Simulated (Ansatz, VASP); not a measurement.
**One calculation of Hf, two programs**

INCAR

```
PREC = Accurate
ENCUT = 520
EDIFF = 1E-6
ISMEAR = -1
SIGMA = 0.1
LREAL = F
LASPH = T
NELM = 100
ALGO = Normal
ISIF = 2
LWAVE = F
LCHARG = F
GGA = PE
NBANDS = 28
```

File KPOINTS:

```
regular mesh
0
Gamma
  15 15 4
```

Contents of POSCAR:

```
Hf
1.0
    3.1564711470      0.0000000000      0.0000000000
   -1.5782355735      2.7335841996      0.0000000000
    0.0000000000      0.0000000000     10.0953515645
Hf
4
Direct
    1.0000000000      1.0000000000      1.0000000000
    1.0000000000      1.0000000000      0.5000000000
    0.3333333333      0.6666666667      0.2500000000
    0.6666666667      0.3333333333      0.7500000000
```

Input for Ansatz:

```yaml
crystal:
  lattice:
    - [3.156471147, 0.0, 0.0]
    - [-1.5782355735, 2.7335841996, 0.0]
    - [0.0, 0.0, 10.0953515645]
  atoms:
    - { symbol: Hf, position: [1.0, 1.0, 1.0] }
    - { symbol: Hf, position: [1.0, 1.0, 0.5] }
    - { symbol: Hf, position: [0.3333333333, 0.6666666667, 0.25] }
    - { symbol: Hf, position: [0.6666666667, 0.3333333333, 0.75] }
hamiltonian:
  xc: pbe
  pseudopotentials:
    kind: paw
    azcp:
      Hf: "pseudopotentials/Hf.paw.azcp"
basis:
  ecutwfc: 420
  fft_grid_basis: typed
kpoints:
  mp_grid: { grid: [15, 15, 4], shift: [0, 0, 0] }
magnetization:
  spin_polarized: false
scf:
  occupations: { method: fermi_dirac, width: 0.1 }
output:
  stress: true
```

Alike in both runs: task single point; functional PBE; k mesh 15 × 15 × 4; occupations fermi-dirac, width 0.1 eV; no spin polarisation.

```csv
,VASP,Ansatz
version,VASP 6.6.1,Ansatz 0.2.0
potentials or method,"VASP PAW PBE potentials, release 64 (Hf_pv), cutoff 520 eV","plane waves (420 eV) with PAW, scalar-relativistic"
valence electrons in the cell,40,104
```

```tsv
	VASP	Ansatz	Ansatz less VASP
pressure (GPa)	4.2	4.6	+0.45
traceless stress, the component that is largest in VASP (GPa)	-0.05	0.00	+0.051
```

The functional is the same, so the differences come from potentials, cutoffs and numerics. VASP's potentials hold 40 valence electrons a cell and Ansatz's 104, so a difference there can come from the potentials and not from the codes.

Neither program's run includes spin-orbit coupling.
